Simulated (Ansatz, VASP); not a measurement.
One calculation of GdMn, two programs

Contents of POSCAR:

```
GdMn
1.0
    3.5879684930      0.0000000000      0.0000000000
    0.0000000000      3.5879684930      0.0000000000
    0.0000000000      0.0000000000      3.5879684930
Gd Mn
1 1
Direct
    0.0000000000      0.0000000000      0.0000000000
    0.5000000000      0.5000000000      0.5000000000
```

The input INCAR.step1:

```
SYSTEM = GdMn
ALGO = Normal
EDIFF = 1E-4
ENCUT = 520
GGA = PE
ISMEAR = 0
ISPIN = 2
LASPH = .TRUE.
LCHARG = .FALSE.
LMAXMIX = 6
LREAL = .FALSE.
LWAVE = .TRUE.
MAGMOM = 8.12 -4.57
NBANDS = 26
NELM = 150
PREC = Accurate
SIGMA = 0.05
```

Contents of INCAR.step2:

```
SYSTEM = GdMn
ALGO = Normal
EDIFF = 1E-7
ENCUT = 520
ISIF = 2
ISMEAR = 0
ISPIN = 2
ISTART = 1
LASPH = .TRUE.
LCHARG = .FALSE.
LMAXMIX = 6
LMIXTAU = .TRUE.
LORBIT = 11
LREAL = .FALSE.
LWAVE = .FALSE.
MAGMOM = 8.12 -4.57
METAGGA = R2SCAN
NBANDS = 26
NELM = 150
PREC = Accurate
SIGMA = 0.05
```

The input KPOINTS:

```
k-points
0
G
  10 10 10
  0 0 0
```

Input for Ansatz:

```yaml
crystal:
  lattice:
    - [3.587968493, 0.0, 0.0]
    - [0.0, 3.587968493, 0.0]
    - [0.0, 0.0, 3.587968493]
  atoms:
    - { symbol: Gd, position: [0.0, 0.0, 0.0], spin: 8.12 }
    - { symbol: Mn, position: [0.5, 0.5, 0.5], spin: -4.57 }
basis:
  ecutwfc: 500
  ecutrho_ratio: 4
kpoints:
  mp_grid: { grid: [10, 10, 10] }
hamiltonian:
  xc: r2scan
scf:
  occupations: { method: gaussian, width: 0.05 }
output:
  forces: true
  stress: true
  eigenvalues: true
  populations: true
magnetization:
  spin_polarized: true
```

Alike in both runs: task single point; functional r2SCAN; k mesh 10 × 10 × 10; occupations gaussian, width 0.05 eV; collinear spin.

|  | VASP | Ansatz |
| --- | --- | --- |
| version | VASP 6.6.1 | Ansatz 0.2.0 |
| potentials or method | VASP PAW PBE potentials, release 64 (Gd, Mn_pv), cutoff 520 eV | scalar-relativistic, plane waves, PAW |
| valence electrons in the cell | 31 | 33 |

|  | VASP | Ansatz | Ansatz less VASP |
| --- | --- | --- | --- |
| gap on the k mesh at the Fermi level (eV) | none | none | - |
| pressure (GPa) | 2.0 | 2.1 | +0.07 |
| net moment per atom (μB) | 1.83 | 1.83 | -0.001 |
| size of the moment on the site where the two differ most (μB) | 7.05 | 7.36 | +0.309 |

VASP's potentials were made for PBE, not for r2SCAN. Site moments also hang on the region over which each program counts them. A gap of «none» marks a metal or a gap that the smearing closes. VASP's potentials hold 31 valence electrons a cell and Ansatz's 33, so a difference there can come from the potentials and not from the codes. Ansatz's warnings: given moment on shells, stability check not made.

Spin-orbit coupling is off throughout.
